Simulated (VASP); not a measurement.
# TiSi2 (P4/mmm) in VASP: notebook

TiSi2 is run at these levels: PBE; tasks: single point, relaxation of cell and atoms.

Program: VASP 6.6.1. These are calculated values, not measurements. Logs are shortened: lines on timing, memory, paths and dates and some standing lists are left out, and cuts for length are marked.

## 1. The cell of the first run

The structure is tetragonal, space group P4/mmm (No. 123). The conventional cell has a = 3.396 Å, b = 3.396 Å, c = 4.849 Å, α = 90.00°, β = 90.00°, γ = 90.00°. Within 3.2 Å of Ti (site symmetry 4/mmm) lie 2 Si at 2.42 Å. Si (site symmetry 4/mmm) has 4 Si at 2.40 Å within 3.2 Å. Within 3.2 Å of Si (site symmetry 4/mmm) lie 4 Si at 2.40 Å and 2 Ti at 2.42 Å.

## 2. Single point, PBE

INCAR

```
ALGO     = Normal         # electronic algorithm
EDIFF    = 1E-6           # SCF threshold, eV
ENCUT    = 520            # plane-wave cutoff, eV
GGA      = PE             # functional
ISIF     = 2              # what is computed and relaxed
ISMEAR   = 0              # smearing method
LASPH    = T              # aspherical terms in the spheres
LCHARG   = T              # write CHGCAR
LELF     = T              # ELF
LREAL    = F              # projectors in reciprocal space
LVHAR    = T            
LWAVE    = F              # write WAVECAR
NBANDS   = 17             # bands
NELM     = 80             # most SCF steps
PREC     = Accurate       # precision mode
SIGMA    = 0.1            # smearing width, eV
```

KPOINTS

```
k-points
0
Gamma
  14 14 10
```

POSCAR

```
TiSi2
1.0
    3.3962613224      0.0000000000      0.0000000000
    0.0000000000      3.3962613224      0.0000000000
    0.0000000000      0.0000000000      4.8489919066
Ti Si
1 2
Direct
    0.0000000000      0.0000000000      0.5000000000
    0.5000000000      0.5000000000      0.0000000000
    0.0000000000      0.0000000000      0.0000000000
```

Potentials or basis: VASP PAW PBE potentials, release 64 (Ti_sv, Si).

Run with:

```sh
cat potpaw_PBE.64/Ti_sv/POTCAR potpaw_PBE.64/Si/POTCAR > POTCAR
mpirun -np 1 vasp_std > vasp.out
```

OUTCAR:

```text
EDIFF = 1E-6
   ENCUT = 520
   GGA = PE
   ISIF = 2
   ISMEAR = 0
   LASPH = T
   LREAL = F
   NELM = 80
   PREC = Accurate

 ion  position               nearest neighbor table
   1  0.000  0.000  0.500-   3 2.42   3 2.42
   2  0.500  0.500  0.000-   3 2.40   3 2.40   3 2.40   3 2.40
   3  0.000  0.000  0.000-   2 2.40   2 2.40   2 2.40   2 2.40   1 2.42   1 2.42

  LATTYP: Found a simple tetragonal cell.
 ALAT       =     3.3962613224
 C/A-ratio  =     1.4277440533

  Lattice vectors:

 A1 = (   3.3962613224,   0.0000000000,   0.0000000000)
 A2 = (   0.0000000000,   3.3962613224,   0.0000000000)
 A3 = (   0.0000000000,   0.0000000000,   4.8489919066)

Analysis of symmetry for initial positions (statically):
=====================================================================
 Subroutine PRICEL returns:
 Original cell was already a primitive cell.

 Routine SETGRP: Setting up the symmetry group for a
 simple tetragonal supercell.

 Subroutine GETGRP returns: Found 16 space group operations
 (whereof 16 operations were pure point group operations)
 out of a pool of 16 trial point group operations.

The static configuration has the point symmetry D_4h.

Analysis of symmetry for dynamics (positions and initial velocities):
=====================================================================
 Subroutine PRICEL returns:
 Original cell was already a primitive cell.

 Routine SETGRP: Setting up the symmetry group for a
 simple tetragonal supercell.

 Subroutine GETGRP returns: Found 16 space group operations
 (whereof 16 operations were pure point group operations)
 out of a pool of 16 trial point group operations.

The dynamic configuration has the point symmetry D_4h.

 Subroutine INISYM returns: Found 16 space group operations
 (whereof 16 operations are pure point group operations),
 and found     1 'primitive' translations

----------------------------------------------------------------------------------------

                                     Primitive cell

  volume of cell :      55.9311

  direct lattice vectors                    reciprocal lattice vectors
     3.396261322  0.000000000  0.000000000     0.294441418  0.000000000  0.000000000
     0.000000000  3.396261322  0.000000000     0.000000000  0.294441418  0.000000000
     0.000000000  0.000000000  4.848991907     0.000000000  0.000000000  0.206228432

  length of vectors
     3.396261322  3.396261322  4.848991907     0.294441418  0.294441418  0.206228432

  position of ions in fractional coordinates (direct lattice)
     0.000000000  0.000000000  0.500000000
     0.500000000  0.500000000  0.000000000
     0.000000000  0.000000000  0.000000000

  ion indices of the primitive-cell ions
   primitive index   ion index
                 1           1
                 2           2
                 3           3

----------------------------------------------------------------------------------------

 KPOINTS: k-points

Automatic generation of k-mesh.
 Grid dimensions read from file:
 generate k-points for:   14   14   10

 Generating k-lattice:

  Cartesian coordinates                     Fractional coordinates (reciprocal lattice)
     0.021031530  0.000000000  0.000000000     0.071428571  0.000000000  0.000000000
     0.000000000  0.021031530  0.000000000     0.000000000  0.071428571  0.000000000
     0.000000000  0.000000000  0.020622843     0.000000000  0.000000000  0.100000000

  Length of vectors
     0.021031530  0.021031530  0.020622843

  Shift w.r.t. Gamma in fractional coordinates (k-lattice)
     0.000000000  0.000000000  0.000000000

 Subroutine IBZKPT returns following result:
 ===========================================

 Found    216 irreducible k-points:

 Following reciprocal coordinates:
            Coordinates               Weight
  0.000000  0.000000  0.000000      1.000000
  0.071429  0.000000  0.000000      4.000000
  0.142857  0.000000  0.000000      4.000000
  0.214286  0.000000  0.000000      4.000000
  0.285714  0.000000  0.000000      4.000000
  0.357143  0.000000  0.000000      4.000000
[... 16 lines left out ...]
  0.285714  0.214286  0.000000      8.000000
  0.357143  0.214286  0.000000      8.000000
 [... further k-points ...]
   k-points           NKPTS =    216   k-points in BZ     NKDIM =    216   number of bands    NBANDS=     17
   number of dos      NEDOS =    301   number of ions     NIONS =      3
   total plane-waves  NPLWV =  28224
   dimension x,y,z NGX =    28 NGY =   28 NGZ =   36
   dimension x,y,z NGXF=    56 NGYF=   56 NGZF=   72
   ions per type =               1   2
   NGX,Y,Z   is equivalent  to a cutoff of  13.71, 13.71, 12.34 a.u.
   NGXF,Y,Z  is equivalent  to a cutoff of  27.41, 27.41, 24.68 a.u.
 SYSTEM =  unknown system
   PREC   = accura    normal or accurate (medium, high low for compatibility)
   ISTART =      0    job   : 0-new  1-cont  2-samecut
   ICHARG =      2    charge: 1-file 2-atom 10-const
   ISPIN  =      1    spin polarized calculation?
   LNONCOLLINEAR =      F non collinear calculations
   LSORBIT =      F    spin-orbit coupling
   LASPH  =      T    aspherical Exc in radial PAW
   ENCUT  =  520.0 eV  38.22 Ry    6.18 a.u.   6.31  6.31  9.02*2*pi/ulx,y,z
   NELM   =     80;   NELMIN=  2; NELMDL= -5     # of ELM steps
   EDIFF  = 0.1E-05   stopping-criterion for ELM
   LREAL  =      F    real-space projection
   EDIFFG = 0.1E-04   stopping-criterion for IOM
   NSW    =      0    number of steps for IOM
   IBRION =     -1    ionic relax: 0-MD 1-quasi-New 2-CG
   NFREE  =      0    steps in history (QN), initial steepest desc. (CG)
   ISIF   =      2    stress and relaxation
   ISYM   =      2    0-nonsym 1-usesym 2-fastsym
   POTIM  = 0.5000    time-step for ionic-motion
   TEBEG  =    0.0;   TEEND  =   0.0 temperature during run
   PSTRESS=    0.0 pullay stress
   NELECT =      20.0000    total number of electrons
   NUPDOWN=      -1.0000    fix difference up-down
   EMIN   =  10.00;   EMAX   =-10.00  energy-range for DOS
   EFERMI =   0.00;   METHOD = LEGACY
   ISMEAR =     0;   SIGMA  =   0.10  broadening in eV -4-tet -1-fermi 0-gaus
   EFERMI_NEDOS =   21; number of points for ismear=-14 and -15
   IALGO  =     38    algorithm
   IMIX   =      4    mixing-type and parameters
     AMIX     =   0.40;   BMIX     =  1.00
     AMIX_MAG =   1.60;   BMIX_MAG =  1.00
  volume/ion in A,a.u.               =      18.64       125.81
  Fermi-wavevector in a.u.,A,eV,Ry     =   1.161984  2.195832 18.370690  1.350208
  Thomas-Fermi vector in A             =   2.298550
   LORBIT       =      0    0 simple, 1 ext, 2 COOP (PROOUT), +10 PAW based schemes
   GGA     = PE    functional components
   LHFCALC =     F    Hartree Fock is set to
   AEXX    =    0.0000 exact exchange contribution
   IVDW    =     0    specifies the selected vdW correction
   LEPSILON=     F    determine dielectric tensor
   LRPA    =     F    only Hartree local field effects (RPA)
 non-spin polarized calculation
 Gauss-broadening in eV      SIGMA  =   0.10
  energy-cutoff  :      520.00
  volume of cell :       55.93
 maximum number of plane-waves:      1526
 NGX is ok and might be reduce to    28
   NGX = 13   NGY = 13   NGZ = 19

 number of electron      20.0000008 magnetization

 Free energy of the ion-electron system (eV)
  ---------------------------------------------------
  ext. energy  EPLUGINS =         0.00000000
  ---------------------------------------------------
  free energy    TOTEN  =       -16.98210753 eV

  energy without entropy =      -16.96716256  energy(sigma->0) =      -16.97463505

 E-fermi :   7.1457     XC(G=0): -10.2827

 val. band max:        7.1412319900   @ k =   0.2143   0.2143   0.4000
 cond. band min:       7.1457835826   @ k =   0.4286   0.2143   0.4000
 fundamental gap:      0.0045515926
 Fermi energy:         7.1457456066

 k-point     1 :       0.0000    0.0000    0.0000
  band No.  band energies     occupation
      1     -50.0913      2.00000
      2     -26.3679      2.00000
      3     -26.3679      2.00000
      4     -26.2798      2.00000
      5      -5.1468      2.00000
      6       3.2340      2.00000
[... 9 lines left out ...]
     16      10.7112      0.00000
     17      12.6882      0.00000

 k-point     2 :       0.0714    0.0000    0.0000
  band No.  band energies     occupation
      1     -50.0910      2.00000
      2     -26.3715      2.00000
      3     -26.3676      2.00000
      4     -26.2795      2.00000
      5      -5.0831      2.00000
      6       3.2792      2.00000
[... 9 lines left out ...]
     16      10.9285      0.00000
     17      12.4983      0.00000

 k-point     3 :       0.1429    0.0000    0.0000
  band No.  band energies     occupation
      1     -50.0903      2.00000
      2     -26.3815      2.00000
      3     -26.3669      2.00000
      4     -26.2784      2.00000
      5      -4.8922      2.00000
      6       3.4137      2.00000
[... 9 lines left out ...]
     16      11.9805      0.00000
     17      12.0134      0.00000

 k-point     4 :       0.2143    0.0000    0.0000
  band No.  band energies     occupation
      1     -50.0892      2.00000
      2     -26.3960      2.00000
      3     -26.3657      2.00000
      4     -26.2769      2.00000
      5      -4.5753      2.00000
      6       2.1881      2.00000
[... 9 lines left out ...]
     16      11.4170      0.00000
     17      12.7957      0.00000
[... 343 lines left out ...]
      1     -50.0871      2.00000
      2     -26.3939      2.00000
      3     -26.3929      2.00000
      4     -26.2740      2.00000
      5      -4.0086      2.00000
      6       2.3295      2.00000
[... 9 lines left out ...]
     16      10.7985      0.00000
     17      13.2763      0.00000

 k-point    23 :       0.2857    0.2143    0.0000
  band No.  band energies     occupation
      1     -50.0859      2.00000
      2     -26.4093      2.00000
      3     -26.3920      2.00000
      4     -26.2723      2.00000
      5      -3.5710      2.00000
      6       1.4470      2.00000
[... 9 lines left out ...]
     16      10.3888      0.00000
     17      13.5969      0.00000

 k-point    24 :       0.3571    0.2143    0.0000
  band No.  band energies     occupation
      1     -50.0848      2.00000
      2     -26.4235      2.00000
      3     -26.3907      2.00000
      4     -26.2708      2.00000
      5      -3.0131      2.00000
      6       0.3842      2.00000
[... 9 lines left out ...]
     16      10.0209      0.00000
     17      12.9170      0.00000

 [... further k-points ...]

------------------------ aborting loop because EDIFF is reached ----------------------------------------

  FORCE on cell =-STRESS in cart. coord.  units (eV):
  Direction    XX          YY          ZZ          XY          YZ          ZX
  --------------------------------------------------------------------------------------
  -------------------------------------------------------------------------------------
  Total       -0.0239968     -0.0239968      0.0185496      0.0000000      0.0000000      0.0000000
  in kB       -0.6874013     -0.6874013      0.5313634      0.0000000      0.0000000      0.0000000
  external PRESSURE =      -0.2811464 kB  Pullay stress =       0.0000000 kB

 VOLUME and BASIS-vectors are now :
 -----------------------------------------------------------------------------
  energy-cutoff  :      520.00
  volume of cell :       55.93
      direct lattice vectors                 reciprocal lattice vectors
     3.396261322  0.000000000  0.000000000     0.294441418  0.000000000  0.000000000
     0.000000000  3.396261322  0.000000000     0.000000000  0.294441418  0.000000000
     0.000000000  0.000000000  4.848991907     0.000000000  0.000000000  0.206228432

 POSITION                                       TOTAL-FORCE (eV/Angst)
 -----------------------------------------------------------------------------------
      0.00000      0.00000      2.42450         0.000000      0.000000      0.000000
      1.69813      1.69813      0.00000         0.000000      0.000000      0.000000
      0.00000      0.00000      0.00000         0.000000      0.000000      0.000000
 -----------------------------------------------------------------------------------
    total drift:                               -0.000000     -0.000000      0.000000

  FREE ENERGIE OF THE ION-ELECTRON SYSTEM (eV)
  ---------------------------------------------------
  free  energy   TOTEN  =       -16.9821075335 eV

  energy  without entropy=      -16.9671625626  energy(sigma->0) =      -16.97463505
```

It took 3.7 min on 1 thread of AMD EPYC 7R13, shared host; peak memory 0.29 GiB.

Results:

* Free energy: -16.9821 eV
* Pressure: 0.0 GPa
* Band gap on the k mesh: zero (band 10 reaches 7.59 eV, above the bottom of band 11 at 6.67 eV)

Levels at points of the mesh, in eV from the Fermi level:
```tsv
k point	band 8	band 9	band 10	band 11	band 12	band 13
(0.00, 0.00, 0.00)	-1.41	-1.41	-0.61	-0.48	0.83	0.83
(0.50, 0.00, 0.00)	-1.12	-0.66	0.41	1.05	1.08	1.37
(0.50, 0.50, 0.00)	-5.73	-0.60	-0.60	-0.03	0.73	1.12
(0.00, 0.00, 0.50)	-1.88	-1.31	-0.37	0.89	1.65	2.12
(0.50, 0.00, 0.50)	-2.60	-0.47	-0.10	0.83	0.95	1.48
(0.50, 0.50, 0.50)	-5.87	-2.29	-1.87	1.26	1.26	1.33
```

## 3. Relaxation of cell and atoms, PBE

INCAR

```
SYSTEM = TiSi2
ALGO = Normal ; EDIFF = 1E-7
EDIFFG = -0.01 ; ENCUT = 600
GGA = PE ; IBRION = 2
ISIF = 3 ; ISMEAR = 0
LASPH = .True. ; LCHARG = .False.
LREAL = .False. ; LWAVE = .False.
NELM = 60 ; NSW = 100
PREC = Accurate ; SIGMA = 0.1
```

KPOINTS

```
k-points
0
Gamma
  14 14 10
  0 0 0
```

POSCAR

```
TiSi2
1.0
    3.3897729399      0.0000000000      0.0000000000
    0.0000000000      3.3897729399      0.0000000000
    0.0000000000      0.0000000000      4.8682645840
Ti Si
1 2
Direct
    0.0000000000      0.0000000000      0.5000000000
    0.5000000000      0.5000000000      0.0000000000
    0.0000000000      0.0000000000      0.0000000000
```

Potentials or basis: VASP PAW PBE potentials, release 64 (Ti_sv, Si).

Run with:

```sh
cat potpaw_PBE.64/Ti_sv/POTCAR potpaw_PBE.64/Si/POTCAR > POTCAR
mpirun -np 1 vasp_std > vasp.out
```

Run time: 8.6 min. Hardware: 1 thread of AMD EPYC 7R13, shared host; peak memory 0.32 GiB.

It converged, with:

- Free energy: -16.9822 eV
- Relaxed volume: 18.64 Å³/atom
- Relaxed cell: a = 3.395 Å, b = 3.395 Å, c = 4.850 Å, α = 90.00°, β = 90.00°, γ = 90.00°
- Space group after relaxing (to 0.05 Å): P4/mmm (No. 123)
- Energy gained by relaxing: 0.2 meV/atom
- Ionic steps: 3
- Pressure after relaxing: 0.0 GPa
- Band gap on the k mesh: zero (band 10 reaches 7.59 eV, above the bottom of band 11 at 6.67 eV)

The path:
```csv
step,energy change (eV),largest force (eV/Å),pressure (GPa),volume (Å³)
1,0.0000,0.0000,-0.02,55.94
2,-0.0007,0.0000,0.00,55.92
3,-0.0007,0.0000,-0.01,55.92
```

Final structure:
```cif
data_structure
_symmetry_space_group_name_H-M 'P 1'
_symmetry_Int_Tables_number 1
_cell_length_a 3.3955
_cell_length_b 3.3955
_cell_length_c 4.8504
_cell_angle_alpha 90.000
_cell_angle_beta 90.000
_cell_angle_gamma 90.000
_cell_volume 55.92
loop_
_atom_site_label
_atom_site_type_symbol
_atom_site_fract_x
_atom_site_fract_y
_atom_site_fract_z
_atom_site_occupancy
Ti1 Ti 0.00000 0.00000 0.50000 1
Si1 Si 0.50000 0.50000 0.00000 1
Si2 Si 0.00000 0.00000 0.00000 1
```

Levels at points of the mesh, in eV from the Fermi level:
```csv
k point,band 6,band 7,band 8,band 9,band 10,band 11,band 12,band 13,band 14
"(0.00, 0.00, 0.00)",-3.92,-2.30,-1.41,-1.41,-0.61,-0.48,0.83,0.83,1.63
"(0.50, 0.00, 0.00)",-9.05,-2.31,-1.12,-0.66,0.41,1.05,1.08,1.37,1.69
"(0.50, 0.50, 0.00)",-6.43,-5.73,-5.73,-0.60,-0.60,-0.03,0.73,1.12,2.01
"(0.00, 0.00, 0.50)",-5.96,-1.88,-1.88,-1.31,-0.37,0.90,1.65,2.12,2.12
"(0.50, 0.00, 0.50)",-8.93,-3.52,-2.60,-0.47,-0.10,0.83,0.95,1.48,2.55
"(0.50, 0.50, 0.50)",-6.17,-5.87,-5.87,-2.29,-1.87,1.26,1.26,1.33,1.33
```
